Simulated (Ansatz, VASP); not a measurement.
**SiTe: VASP beside Ansatz**

```
CELL_PARAMETERS angstrom
3.83716 0.00000 0.00000
-1.91858 3.32308 0.00000
0.00000 0.00000 12.24934
ATOMIC_POSITIONS crystal
Si 0.00000 0.00000 0.81440
Si 0.00000 0.00000 0.18560
Te 0.33333 0.66667 0.68978
Te 0.66667 0.33333 0.31022
```

Alike in both runs: functional PBE; k mesh 12 × 12 × 4; occupations gaussian, width 0.02 eV; no spin polarisation.

Ansatz relaxed the structure, and its values are those at the end. VASP's run is a single point on that final structure, the one shown.

```csv
,VASP,Ansatz
version,VASP 6.6.1,Ansatz 0.2.0
potentials or method,"VASP PAW PBE potentials, release 64 (Si, Te), cutoff 520 eV","scalar-relativistic, plane waves, PAW"
valence electrons in the cell,20,40
```

```tsv
	VASP	Ansatz	Ansatz less VASP
gap on the k mesh at the Fermi level (eV)	1.14	1.14	+0.002
least direct gap on the mesh (eV)	1.62	1.62	+0.002
pressure (GPa)	0.0	0.0	-0.02
rms of the force components (eV/Å)	0.009	0.001	-0.0078
```

VASP's potentials hold 20 valence electrons a cell and Ansatz's 40, so a difference there can come from the potentials and not from the codes.

Spin-orbit coupling is off throughout.
